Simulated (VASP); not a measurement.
Set up this calculation in VASP 6.6.1, as the native input.

```
Task                   : single point
Functional             : PBE
Potentials or basis    : VASP PAW PBE potentials, release 64 (Be, S)
Cutoff                 : 520 eV
k mesh                 : 6 × 6 × 4
Occupations            : gaussian, width 0.1 eV
Spin                   : no spin polarisation
Dipole correction      : no
Further INCAR settings : ALGO = Normal; EDIFF = 1e-06; NBANDS = 14
```

The structure of BeS2 lies in POSCAR:

```
BeS2
1.0
    2.9141956100      0.0000000000      0.0000000000
    0.0000000000      2.9141956100      0.0000000000
    0.0000000000      0.0000000000      6.0127170500
Be S
1 2
Direct
    0.0000000000      0.0000000000      0.0000000000
    0.5000000000      0.5000000000      0.2949999900
    0.5000000000      0.5000000000      0.7050000100
```

The cell was generated, and may not be a known phase.

These files were run (other wordings do the same):

INCAR

```
PREC = Accurate
ENCUT = 520
EDIFF = 1E-6
ISMEAR = 0
SIGMA = 0.1
LREAL = False
LASPH = True
NELM = 60
ALGO = Normal
ISIF = 2
LWAVE = False
LCHARG = False
GGA = PE
NBANDS = 14
```

KPOINTS

```
regular mesh
0
Gamma
  6 6 4
```

Potentials or basis: VASP PAW PBE potentials, release 64 (Be, S).

Run with:

```sh
$ cat potpaw_PBE.64/Be/POTCAR potpaw_PBE.64/S/POTCAR > POTCAR
$ mpirun -np 1 vasp_std > vasp.out
```

It gave:

The pressure is -7.3 GPa, the largest force is 2.177 eV/Å and the band gap on the k mesh is zero (bands 7 and 8 overlap by 2.45 eV).

Caveat: the stress differs along the axes, from -11 to -5 GPa; forces of over 1 eV/Å act on the atoms, so gaps and moduli don't describe the material at rest.

Run time: 28 s on 1 thread of AMD EPYC 7R13, with other jobs on the host, peak memory 0.17 GiB.
